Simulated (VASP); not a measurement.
A run of VASP 6.6.1:

Contents of INCAR:

```
ALGO = Normal
EDIFF = 1E-6
ENCUT = 520
GGA = PE
ISIF = 2
ISMEAR = 0
LASPH = T
LCHARG = F
LREAL = F
LWAVE = F
NBANDS = 36
NELM = 80
PREC = Accurate
SIGMA = 0.05
```

KPOINTS

```
k-points
0
Gamma
  12 12 2
```

POSCAR

```
C
1.0
    2.6088000000      0.0000000000      0.0000000000
   -1.3044000000      2.2592870734      0.0000000000
    0.0000000000      0.0000000000     11.8077000000
C
12
Direct
    0.0000000000      0.0000000000      0.1868593266
    0.0000000000      0.0000000000      0.6868593266
    0.0000000000      0.0000000000      0.3131406734
    0.0000000000      0.0000000000      0.8131406734
    0.3333333333      0.6666666667      0.5207665411
    0.6666666667      0.3333333333      0.0207665411
    0.3333333333      0.6666666667      0.9792334589
    0.6666666667      0.3333333333      0.4792334589
    0.3333333333      0.6666666667      0.6450950823
    0.6666666667      0.3333333333      0.1450950823
    0.3333333333      0.6666666667      0.8549049177
    0.6666666667      0.3333333333      0.3549049177
```

Potentials or basis: VASP PAW PBE potentials, release 64 (C).

Launch:

```bash
$ cat potpaw_PBE.64/C/POTCAR > POTCAR
$ mpirun -np 1 vasp_std > vasp.out
```

Hardware: 1 thread of Intel Xeon 8259CL, on a shared host.

Problem. How long does it take, and how much memory?

Solution. Wall time 2.3 min on 1 thread of Intel Xeon 8259CL, with other jobs on the host, peak memory 0.21 GiB. Counts: scf iterations 13, k points 38.
